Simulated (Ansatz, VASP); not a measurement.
# Two plane-wave programs on TaC

```
Ta C
1.0
     3.13930    0.00000    0.00000
     0.00000    4.43965    0.00000
     0.00000    0.00000   24.41791
Ta C
7 7
Cartesian
  1.5697 2.2198 7.5000
  0.0000 0.0000 9.0697
  1.5697 2.2198 10.6393
  0.0000 0.0000 12.2090
  1.5697 2.2198 13.7786
  0.0000 0.0000 15.3483
  1.5697 2.2198 16.9179
  1.5697 0.0000 7.5000
  0.0000 2.2198 9.0697
  1.5697 0.0000 10.6393
  0.0000 2.2198 12.2090
  1.5697 0.0000 13.7786
  0.0000 2.2198 15.3483
  1.5697 0.0000 16.9179
```

Alike in both runs: task single point; functional PBEsol; k mesh 11 × 8 × 1; occupations gaussian, width 0.1 eV; no spin polarisation.

```csv
,VASP,Ansatz
version,VASP 6.6.1,Ansatz 0.2.0
potentials or method,"VASP PAW PBE potentials, release 64 (Ta_pv, C), cutoff 520 eV","scalar-relativistic, plane waves, PAW"
valence electrons in the cell,105,119
```

Ansatz gave:

| Item | Value |
| --- | --- |
| gap on the k mesh at the Fermi level (eV) | none |
| rms of the force components (eV/Å) | 0.787 |
| work function, face that differs most (eV) | 4.11 |

Problem. Which values does VASP return?

Solution. gap on the k mesh at the Fermi level (eV): none; rms of the force components (eV/Å): 0.786; work function, face that differs most (eV): 4.11.

VASP's potentials were made for PBE, not for PBEsol. A gap of «none» marks a metal or a gap that the smearing closes. VASP's potentials hold 105 valence electrons a cell and Ansatz's 119, so a difference there can come from the potentials and not from the codes.

Spin-orbit coupling is off throughout.
